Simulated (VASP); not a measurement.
Wanted: the native input for a VASP 6.6.1 run.

```
Task                   : single point
Functional             : PBE
Dispersion             : D3(BJ)
Potentials or basis    : VASP PAW PBE potentials, release 64 (C, F)
Cutoff                 : 520 eV
k mesh                 : 3 × 3 × 1
Occupations            : gaussian, width 0.05 eV
Spin                   : no spin polarisation
Dipole correction      : yes
Further INCAR settings : LREAL = Auto; ALGO = Normal; EDIFF = 1e-06; NBANDS = 59
```

The structure of C9F lies in POSCAR:

```
C9F
1.0
    7.3951485247      0.0000000000      0.0000000000
   -3.6975742623      6.4043864871      0.0000000000
    0.0000000000      0.0000000000     18.2821100066
C F
18 2
Direct
    0.5555555556      0.4444444444      0.4375862522
    0.5557109120      0.7778882122      0.4377161727
    0.5557113323      0.1111823949      0.4377308307
    0.8889660975      0.4444091556      0.4377639271
    0.8889857087      0.7778727352      0.4377147530
    0.8889666959      0.1111460082      0.4367981630
    0.2222169438      0.4443215651      0.4372914243
    0.2222152491      0.7777501614      0.4380452722
    0.2222099564      0.1112542366      0.4372455823
    0.4443856916      0.2222367881      0.4375445478
    0.4443908843      0.5555047701      0.4375692871
    0.4445426195      0.8889468425      0.4379342770
    0.7778774939      0.2221414978      0.4373612579
    0.7778686782      0.5555754014      0.4377811246
    0.7778951324      0.8890796834      0.4373133125
    0.1111072928      0.2222296991      0.4367091997
    0.1110973359      0.5554749652      0.4378469370
    0.1111323954      0.8889557142      0.4377921208
    0.0017803885      0.0505890134      0.5889388164
    0.0011014970      0.2717626541      0.5902853046
```

The input as run:

INCAR

```
SYSTEM = C9F
  ALGO = Normal
  DIPOL = 0.5 0.5 0.453
  EDIFF = 1E-6
  ENCUT = 520
  GGA = PE
  IDIPOL = 3
  ISIF = 2
  ISMEAR = 0
  IVDW = 12
  LASPH = .TRUE.
  LCHARG = .TRUE.
  LDIPOL = .TRUE.
  LELF = .TRUE.
  LREAL = Auto
  LVACPOTAV = .TRUE.
  LVHAR = .TRUE.
  LWAVE = .FALSE.
  NBANDS = 59
  NELM = 80
  PREC = Accurate
  SIGMA = 0.05
```

KPOINTS

```
k-points
0
G
  3 3 1
  0 0 0
```

Potentials or basis: VASP PAW PBE potentials, release 64 (C, F).

Run with:

```bash
$ cat potpaw_PBE.64/C/POTCAR potpaw_PBE.64/F/POTCAR > POTCAR
$ mpirun -np 1 vasp_std > vasp.out
```

It gave:

The largest force is 0.042 eV/Å, the band gap on the k mesh is zero (bands 43 and 44 overlap by 0.12 eV) and the dispersion energy per atom is -0.085 eV.

It took 10 min on 1 thread of Intel(R) Xeon(R) Platinum 8259CL CPU @ 2.50GHz (Skylake/Cascade Lake) (shared host), peak memory 0.86 GiB.
